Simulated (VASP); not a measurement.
# O2 in VASP: relaxation of the atoms with PBEsol

Aim: the relaxation of the atoms of O2 with PBEsol.

All numbers are computed with VASP 6.6.1; they aren't measurements. Logs are shortened: lines on timing, memory, paths and dates and some standing lists are left out, and cuts for length are marked.

**1. The cell of the first run**

The cell holds a molecule in a box, 2 atoms: a = 12.000 Å, b = 12.500 Å, c = 13.000 Å, α = 90.00°, β = 90.00°, γ = 90.00°.

**2. Relaxation of the atoms, PBEsol, collinear spin, ferromagnetic start**

File INCAR:

```
ALGO = Normal ; EDIFF = 1E-6
EDIFFG = -0.01 ; ENCUT = 520
GGA = PS ; IBRION = 2
ISIF = 2 ; ISMEAR = 0
ISPIN = 2 ; LASPH = T
LCHARG = F ; LORBIT = 11
LREAL = F ; LWAVE = F
MAGMOM = 1 1 ; NELM = 150
NSW = 80 ; NUPDOWN = 2.0
PREC = Accurate ; SIGMA = 0.01
```

File KPOINTS:

```
k-points
0
Gamma
  1 1 1
```

File POSCAR:

```
O
1.0
   12.0000000000      0.0000000000      0.0000000000
    0.0000000000     12.5000000000      0.0000000000
    0.0000000000      0.0000000000     13.0000000000
O
2
Direct
    0.4500000000      0.4700000000      0.4526923077
    0.4500000000      0.4700000000      0.5473076923
```

Potentials or basis: VASP PAW PBE potentials, release 64 (O).

Launch:

```bash
$ cat potpaw_PBE.64/O/POTCAR > POTCAR
$ mpirun -np 1 vasp_gam > vasp.out
```

OUTCAR:

```text
EDIFF = 1E-6
   EDIFFG = -0.01
   ENCUT = 520
   GGA = PS
   IBRION = 2
   ISIF = 2
   ISMEAR = 0
   ISPIN = 2
   LASPH = T
   LORBIT = 11
   LREAL = F
   NELM = 150
   NSW = 80
   NUPDOWN = 2.0
   PREC = Accurate

 ion  position               nearest neighbor table
   1  0.450  0.470  0.453-   2 1.23
   2  0.450  0.470  0.547-   1 1.23

  LATTYP: Found a simple orthorhombic cell.
 ALAT       =    12.0000000000
 B/A-ratio  =     1.0416666667
 C/A-ratio  =     1.0833333333

  Lattice vectors:

 A1 = (  12.0000000000,   0.0000000000,   0.0000000000)
 A2 = (   0.0000000000,  12.5000000000,   0.0000000000)
 A3 = (   0.0000000000,   0.0000000000,  13.0000000000)

Analysis of symmetry for initial positions (statically):
=====================================================================
 Subroutine PRICEL returns:
 Original cell was already a primitive cell.

 Routine SETGRP: Setting up the symmetry group for a
 simple orthorhombic supercell.

 Subroutine GETGRP returns: Found  8 space group operations
 (whereof  2 operations were pure point group operations)
 out of a pool of  8 trial point group operations.

The static configuration has the point symmetry C_1h.
 The point group associated with its full space group is D_2h.

Analysis of symmetry for dynamics (positions and initial velocities):
=====================================================================
 Subroutine PRICEL returns:
 Original cell was already a primitive cell.

 Routine SETGRP: Setting up the symmetry group for a
 simple orthorhombic supercell.

 Subroutine GETGRP returns: Found  8 space group operations
 (whereof  2 operations were pure point group operations)
 out of a pool of  8 trial point group operations.

The dynamic configuration has the point symmetry C_1h.
 The point group associated with its full space group is D_2h.

Analysis of structural, dynamic, and magnetic symmetry:
=====================================================================
 Subroutine PRICEL returns:
 Original cell was already a primitive cell.

 Routine SETGRP: Setting up the symmetry group for a
 simple orthorhombic supercell.

 Subroutine GETGRP returns: Found  8 space group operations
 (whereof  2 operations were pure point group operations)
 out of a pool of  8 trial point group operations.

The overall configuration has the point symmetry C_1h.
 The point group associated with its full space group is D_2h.

 Subroutine INISYM returns: Found  8 space group operations
 (whereof  2 operations are pure point group operations),
 and found     1 'primitive' translations

----------------------------------------------------------------------------------------

                                     Primitive cell

  volume of cell :    1950.0000

  direct lattice vectors                    reciprocal lattice vectors
    12.000000000  0.000000000  0.000000000     0.083333333  0.000000000  0.000000000
     0.000000000 12.500000000  0.000000000     0.000000000  0.080000000  0.000000000
     0.000000000  0.000000000 13.000000000     0.000000000  0.000000000  0.076923077

  length of vectors
    12.000000000 12.500000000 13.000000000     0.083333333  0.080000000  0.076923077

  position of ions in fractional coordinates (direct lattice)
     0.450000000  0.470000000  0.452692308
     0.450000000  0.470000000  0.547307692

  ion indices of the primitive-cell ions
   primitive index   ion index
                 1           1
                 2           2

----------------------------------------------------------------------------------------

 KPOINTS: k-points

Automatic generation of k-mesh.
 Grid dimensions read from file:
 generate k-points for:    1    1    1

 Generating k-lattice:

  Cartesian coordinates                     Fractional coordinates (reciprocal lattice)
     0.083333333  0.000000000  0.000000000     1.000000000  0.000000000  0.000000000
     0.000000000  0.080000000  0.000000000     0.000000000  1.000000000  0.000000000
     0.000000000  0.000000000  0.076923077     0.000000000  0.000000000  1.000000000

  Length of vectors
     0.083333333  0.080000000  0.076923077

  Shift w.r.t. Gamma in fractional coordinates (k-lattice)
     0.000000000  0.000000000  0.000000000

 Subroutine IBZKPT returns following result:
 ===========================================

 Found      1 irreducible k-points:

 Following reciprocal coordinates:
            Coordinates               Weight
  0.000000  0.000000  0.000000      1.000000
   k-points           NKPTS =      1   k-points in BZ     NKDIM =      1   number of bands    NBANDS=     11
   number of dos      NEDOS =    301   number of ions     NIONS =      2
   total plane-waves  NPLWV = 846720
   dimension x,y,z NGX =    90 NGY =   96 NGZ =   98
   dimension x,y,z NGXF=   180 NGYF=  192 NGZF=  196
   ions per type =               2
   NGX,Y,Z   is equivalent  to a cutoff of  12.47, 12.77, 12.53 a.u.
   NGXF,Y,Z  is equivalent  to a cutoff of  24.94, 25.54, 25.06 a.u.
 SYSTEM =  unknown system
   PREC   = accura    normal or accurate (medium, high low for compatibility)
   ISTART =      0    job   : 0-new  1-cont  2-samecut
   ICHARG =      2    charge: 1-file 2-atom 10-const
   ISPIN  =      2    spin polarized calculation?
   LNONCOLLINEAR =      F non collinear calculations
   LSORBIT =      F    spin-orbit coupling
   LASPH  =      T    aspherical Exc in radial PAW
   ENCUT  =  520.0 eV  38.22 Ry    6.18 a.u.  22.31 23.24 24.17*2*pi/ulx,y,z
   NELM   =    150;   NELMIN=  2; NELMDL= -5     # of ELM steps
   EDIFF  = 0.1E-05   stopping-criterion for ELM
   LREAL  =      F    real-space projection
   EDIFFG = -.1E-01   stopping-criterion for IOM
   NSW    =     80    number of steps for IOM
   IBRION =      2    ionic relax: 0-MD 1-quasi-New 2-CG
   NFREE  =      1    steps in history (QN), initial steepest desc. (CG)
   ISIF   =      2    stress and relaxation
   ISYM   =      2    0-nonsym 1-usesym 2-fastsym
   POTIM  = 0.5000    time-step for ionic-motion
   TEBEG  =    0.0;   TEEND  =   0.0 temperature during run
   PSTRESS=    0.0 pullay stress
   NELECT =      12.0000    total number of electrons
   NUPDOWN=       2.0000    fix difference up-down
   EMIN   =  10.00;   EMAX   =-10.00  energy-range for DOS
   EFERMI =   0.00;   METHOD = LEGACY
   ISMEAR =     0;   SIGMA  =   0.01  broadening in eV -4-tet -1-fermi 0-gaus
   EFERMI_NEDOS =   21; number of points for ismear=-14 and -15
   IALGO  =     38    algorithm
   IMIX   =      4    mixing-type and parameters
     AMIX     =   0.40;   BMIX     =  1.00
     AMIX_MAG =   1.60;   BMIX_MAG =  1.00
  volume/ion in A,a.u.               =     975.00      6579.62
  Fermi-wavevector in a.u.,A,eV,Ry     =   0.300002  0.566921  1.224538  0.090001
  Thomas-Fermi vector in A             =   1.167927
   LORBIT       =     11    0 simple, 1 ext, 2 COOP (PROOUT), +10 PAW based schemes
   GGA     = PS    functional components
   LHFCALC =     F    Hartree Fock is set to
   AEXX    =    0.0000 exact exchange contribution
   IVDW    =     0    specifies the selected vdW correction
   LEPSILON=     F    determine dielectric tensor
   LRPA    =     F    only Hartree local field effects (RPA)
 conjugate gradient relaxation of ions
 spin polarized calculation
 Gauss-broadening in eV      SIGMA  =   0.01
  energy-cutoff  :      520.00
  volume of cell :     1950.00
 maximum number of plane-waves:     26244
 NGX is ok and might be reduce to    90
   NGX = 45   NGY = 47   NGZ = 49

--------------------------------------- Ionic step        1  -------------------------------------------

 number of electron      11.9999994 magnetization       1.9999996

 Free energy of the ion-electron system (eV)
  ---------------------------------------------------
  ext. energy  EPLUGINS =         0.00000000
  ---------------------------------------------------
  free energy    TOTEN  =       -10.27754894 eV

  energy without entropy =      -10.27754894  energy(sigma->0) =      -10.27754894

------------------------ aborting loop because EDIFF is reached ----------------------------------------

  FORCE on cell =-STRESS in cart. coord.  units (eV):
  Direction    XX          YY          ZZ          XY          YZ          ZX
  --------------------------------------------------------------------------------------
  -------------------------------------------------------------------------------------
  Total       -0.0719283     -0.0715449     -0.3325486      0.0000000      0.0000000      0.0000000
  in kB       -0.0590984     -0.0587834     -0.2732317      0.0000000      0.0000000      0.0000000
  external PRESSURE =      -0.1303712 kB  Pullay stress =       0.0000000 kB

 VOLUME and BASIS-vectors are now :
 -----------------------------------------------------------------------------
  energy-cutoff  :      520.00
  volume of cell :     1950.00
      direct lattice vectors                 reciprocal lattice vectors
    12.000000000  0.000000000  0.000000000     0.083333333  0.000000000  0.000000000
     0.000000000 12.500000000  0.000000000     0.000000000  0.080000000  0.000000000
     0.000000000  0.000000000 13.000000000     0.000000000  0.000000000  0.076923077
[... 37 lines left out ...]
 POSITION                                       TOTAL-FORCE (eV/Angst)
 -----------------------------------------------------------------------------------
      5.40000      5.87500      5.89514         0.000000      0.000000     -1.406769
      5.40000      5.87500      7.10486         0.000000      0.000000      1.406769
 -----------------------------------------------------------------------------------
    total drift:                                0.000000      0.000094      0.000001

  FREE ENERGIE OF THE ION-ELECTRON SYSTEM (eV)
  ---------------------------------------------------
  free  energy   TOTEN  =       -10.2658170674 eV

  energy  without entropy=      -10.2658170674  energy(sigma->0) =      -10.26581707

--------------------------------------- Ionic step        3  -------------------------------------------

 number of electron      11.9999994 magnetization       1.9999996

 Free energy of the ion-electron system (eV)
  ---------------------------------------------------
  ext. energy  EPLUGINS =         0.00000000
  ---------------------------------------------------
  free energy    TOTEN  =       -10.27784498 eV

  energy without entropy =      -10.27784498  energy(sigma->0) =      -10.27784498

 E-fermi : -11.4044     XC(G=0):  -0.2978

 val. band max:       -6.8551038014   @ k =   0.0000   0.0000   0.0000
 cond. band min:      -4.5939157697   @ k =   0.0000   0.0000   0.0000
 fundamental gap:      2.2611880318
 Fermi energy:        -6.7775039602

 spin component 1

 k-point     1 :       0.0000    0.0000    0.0000
  band No.  band energies     occupation
      1     -32.5916      1.00000
      2     -20.4453      1.00000
      3     -13.4176      1.00000
      4     -13.3180      1.00000
      5     -13.3180      1.00000
      6      -6.8551      1.00000
      7      -6.8551      1.00000
      8      -0.2091      0.00000
      9       0.5541      0.00000
     10       0.6212      0.00000
     11       0.7646      0.00000
 Fermi energy:       -11.4043686582

 spin component 2

 k-point     1 :       0.0000    0.0000    0.0000
  band No.  band energies     occupation
      1     -31.3326      1.00000
      2     -18.6626      1.00000
      3     -12.3972      1.00000
      4     -11.4798      1.00000
      5     -11.4798      1.00000
      6      -4.5939      0.00000
      7      -4.5939      0.00000
      8      -0.1303      0.00000
      9       0.6867      0.00000
     10       0.7038      0.00000
     11       0.8355      0.00000

------------------------ aborting loop because EDIFF is reached ----------------------------------------

  FORCE on cell =-STRESS in cart. coord.  units (eV):
  Direction    XX          YY          ZZ          XY          YZ          ZX
  --------------------------------------------------------------------------------------
  -------------------------------------------------------------------------------------
  Total       -0.0721815     -0.0718043     -0.0744957     -0.0000000      0.0000000      0.0000000
  in kB       -0.0593064     -0.0589965     -0.0612078     -0.0000000      0.0000000      0.0000000
  external PRESSURE =      -0.0598369 kB  Pullay stress =       0.0000000 kB
[... 10 lines left out ...]
 POSITION                                       TOTAL-FORCE (eV/Angst)
 -----------------------------------------------------------------------------------
      5.40000      5.87500      5.88641         0.000000      0.000000     -0.000070
      5.40000      5.87500      7.11359         0.000000      0.000000      0.000070
 -----------------------------------------------------------------------------------
    total drift:                                0.000000      0.000110      0.000001

  FREE ENERGIE OF THE ION-ELECTRON SYSTEM (eV)
  ---------------------------------------------------
  free  energy   TOTEN  =       -10.2778449819 eV

  energy  without entropy=      -10.2778449819  energy(sigma->0) =      -10.27784498

 reached required accuracy - stopping structural energy minimisation

 total charge

# of ion       s       p       d       tot
------------------------------------------
    1        1.609   3.281   0.000   4.890
    2        1.609   3.281   0.000   4.890
--------------------------------------------------
tot          3.217   6.563   0.000   9.780

 magnetization (x)

# of ion       s       p       d       tot
------------------------------------------
    1        0.009   0.800   0.000   0.809
    2        0.009   0.800   0.000   0.809
--------------------------------------------------
tot          0.018   1.600   0.000   1.618
```

Run time: 18 min. Hardware: 1 thread of Intel Xeon 8259CL, shared host; peak memory 1.9 GiB.

What came out:

```yaml
Free_energy: -10.2778 eV
Energy_gained_by_relaxing: 0.1 meV/atom
Ionic_steps: 3
Net_moment: 2.00 μB per cell
Site_moments: O +0.81 μB
Valence_electrons_inside_the_program's_atomic_spheres: O 4.89
```

Step by step:
```tsv
step	energy change (eV)	largest force (eV/Å)	pressure (GPa)
1	0.0000	0.2103	-0.01
2	0.0117	1.4068	0.04
3	-0.0003	0.0001	-0.01
```

Final structure:
```
O
1.0
    12.00000    0.00000    0.00000
     0.00000   12.50000    0.00000
     0.00000    0.00000   13.00000
O
2
Cartesian
  5.4000 5.8750 5.8864
  5.4000 5.8750 7.1136
```

Caveat: the standard files for N, O and F lose accuracy on very short bonds; the PAW data sets were made with another functional, which shifts forces and pressure a little; the total moment is fixed, so each spin has its own Fermi level and the state may be an excited one.
